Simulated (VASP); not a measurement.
Crystal: Al.

```
Al
1.0
     2.76184    0.00000    0.00000
    -1.38092    2.39183    0.00000
     0.00000    0.00000    2.84193
Al
1
Direct
  0.00000 0.00000 0.00000
```

| Item | Value |
| --- | --- |
| Program | VASP 6.6.1 |
| Task | relaxation of cell and atoms |
| Functional | PBE |
| Potentials or basis | VASP PAW PBE potentials, release 64 (Al) |
| Cutoff | 600 eV |
| k mesh | 24 × 24 × 20 |
| Occupations | gaussian, width 0.1 eV |
| Spin | no spin polarisation |

At the start: pressure 0.1 GPa; volume 18.77 Å³/atom.

Problem. How do energy, volume and symmetry change on relaxing?

Solution. Over 7 steps the energy falls by 2.4 meV/atom and the volume is 18.76 Å³/atom (-0.1 %); space group P6/mmm (No. 191, to 0.05 Å).

Step by step:
```csv
step,energy change (eV),largest force (eV/Å),pressure (GPa),volume (Å³)
1,0.0000,0.0000,0.13,18.77
2,-0.0022,0.0000,-0.14,18.81
3,-0.0023,0.0000,-0.19,18.82
4,-0.0024,0.0000,-0.20,18.82
5,-0.0023,0.0000,-0.21,18.83
6,-0.0023,0.0000,-0.20,18.82
7,-0.0024,0.0000,0.02,18.76
```

Final structure:
```yaml
crystal:
  lattice:
    - [2.78091, 0.00000, 0.00000]
    - [-1.39046, 2.40834, 0.00000]
    - [0.00000, 0.00000, 2.80082]
  atoms:
    - { symbol: Al, position: [0.00000, 0.00000, 0.00000] }
```
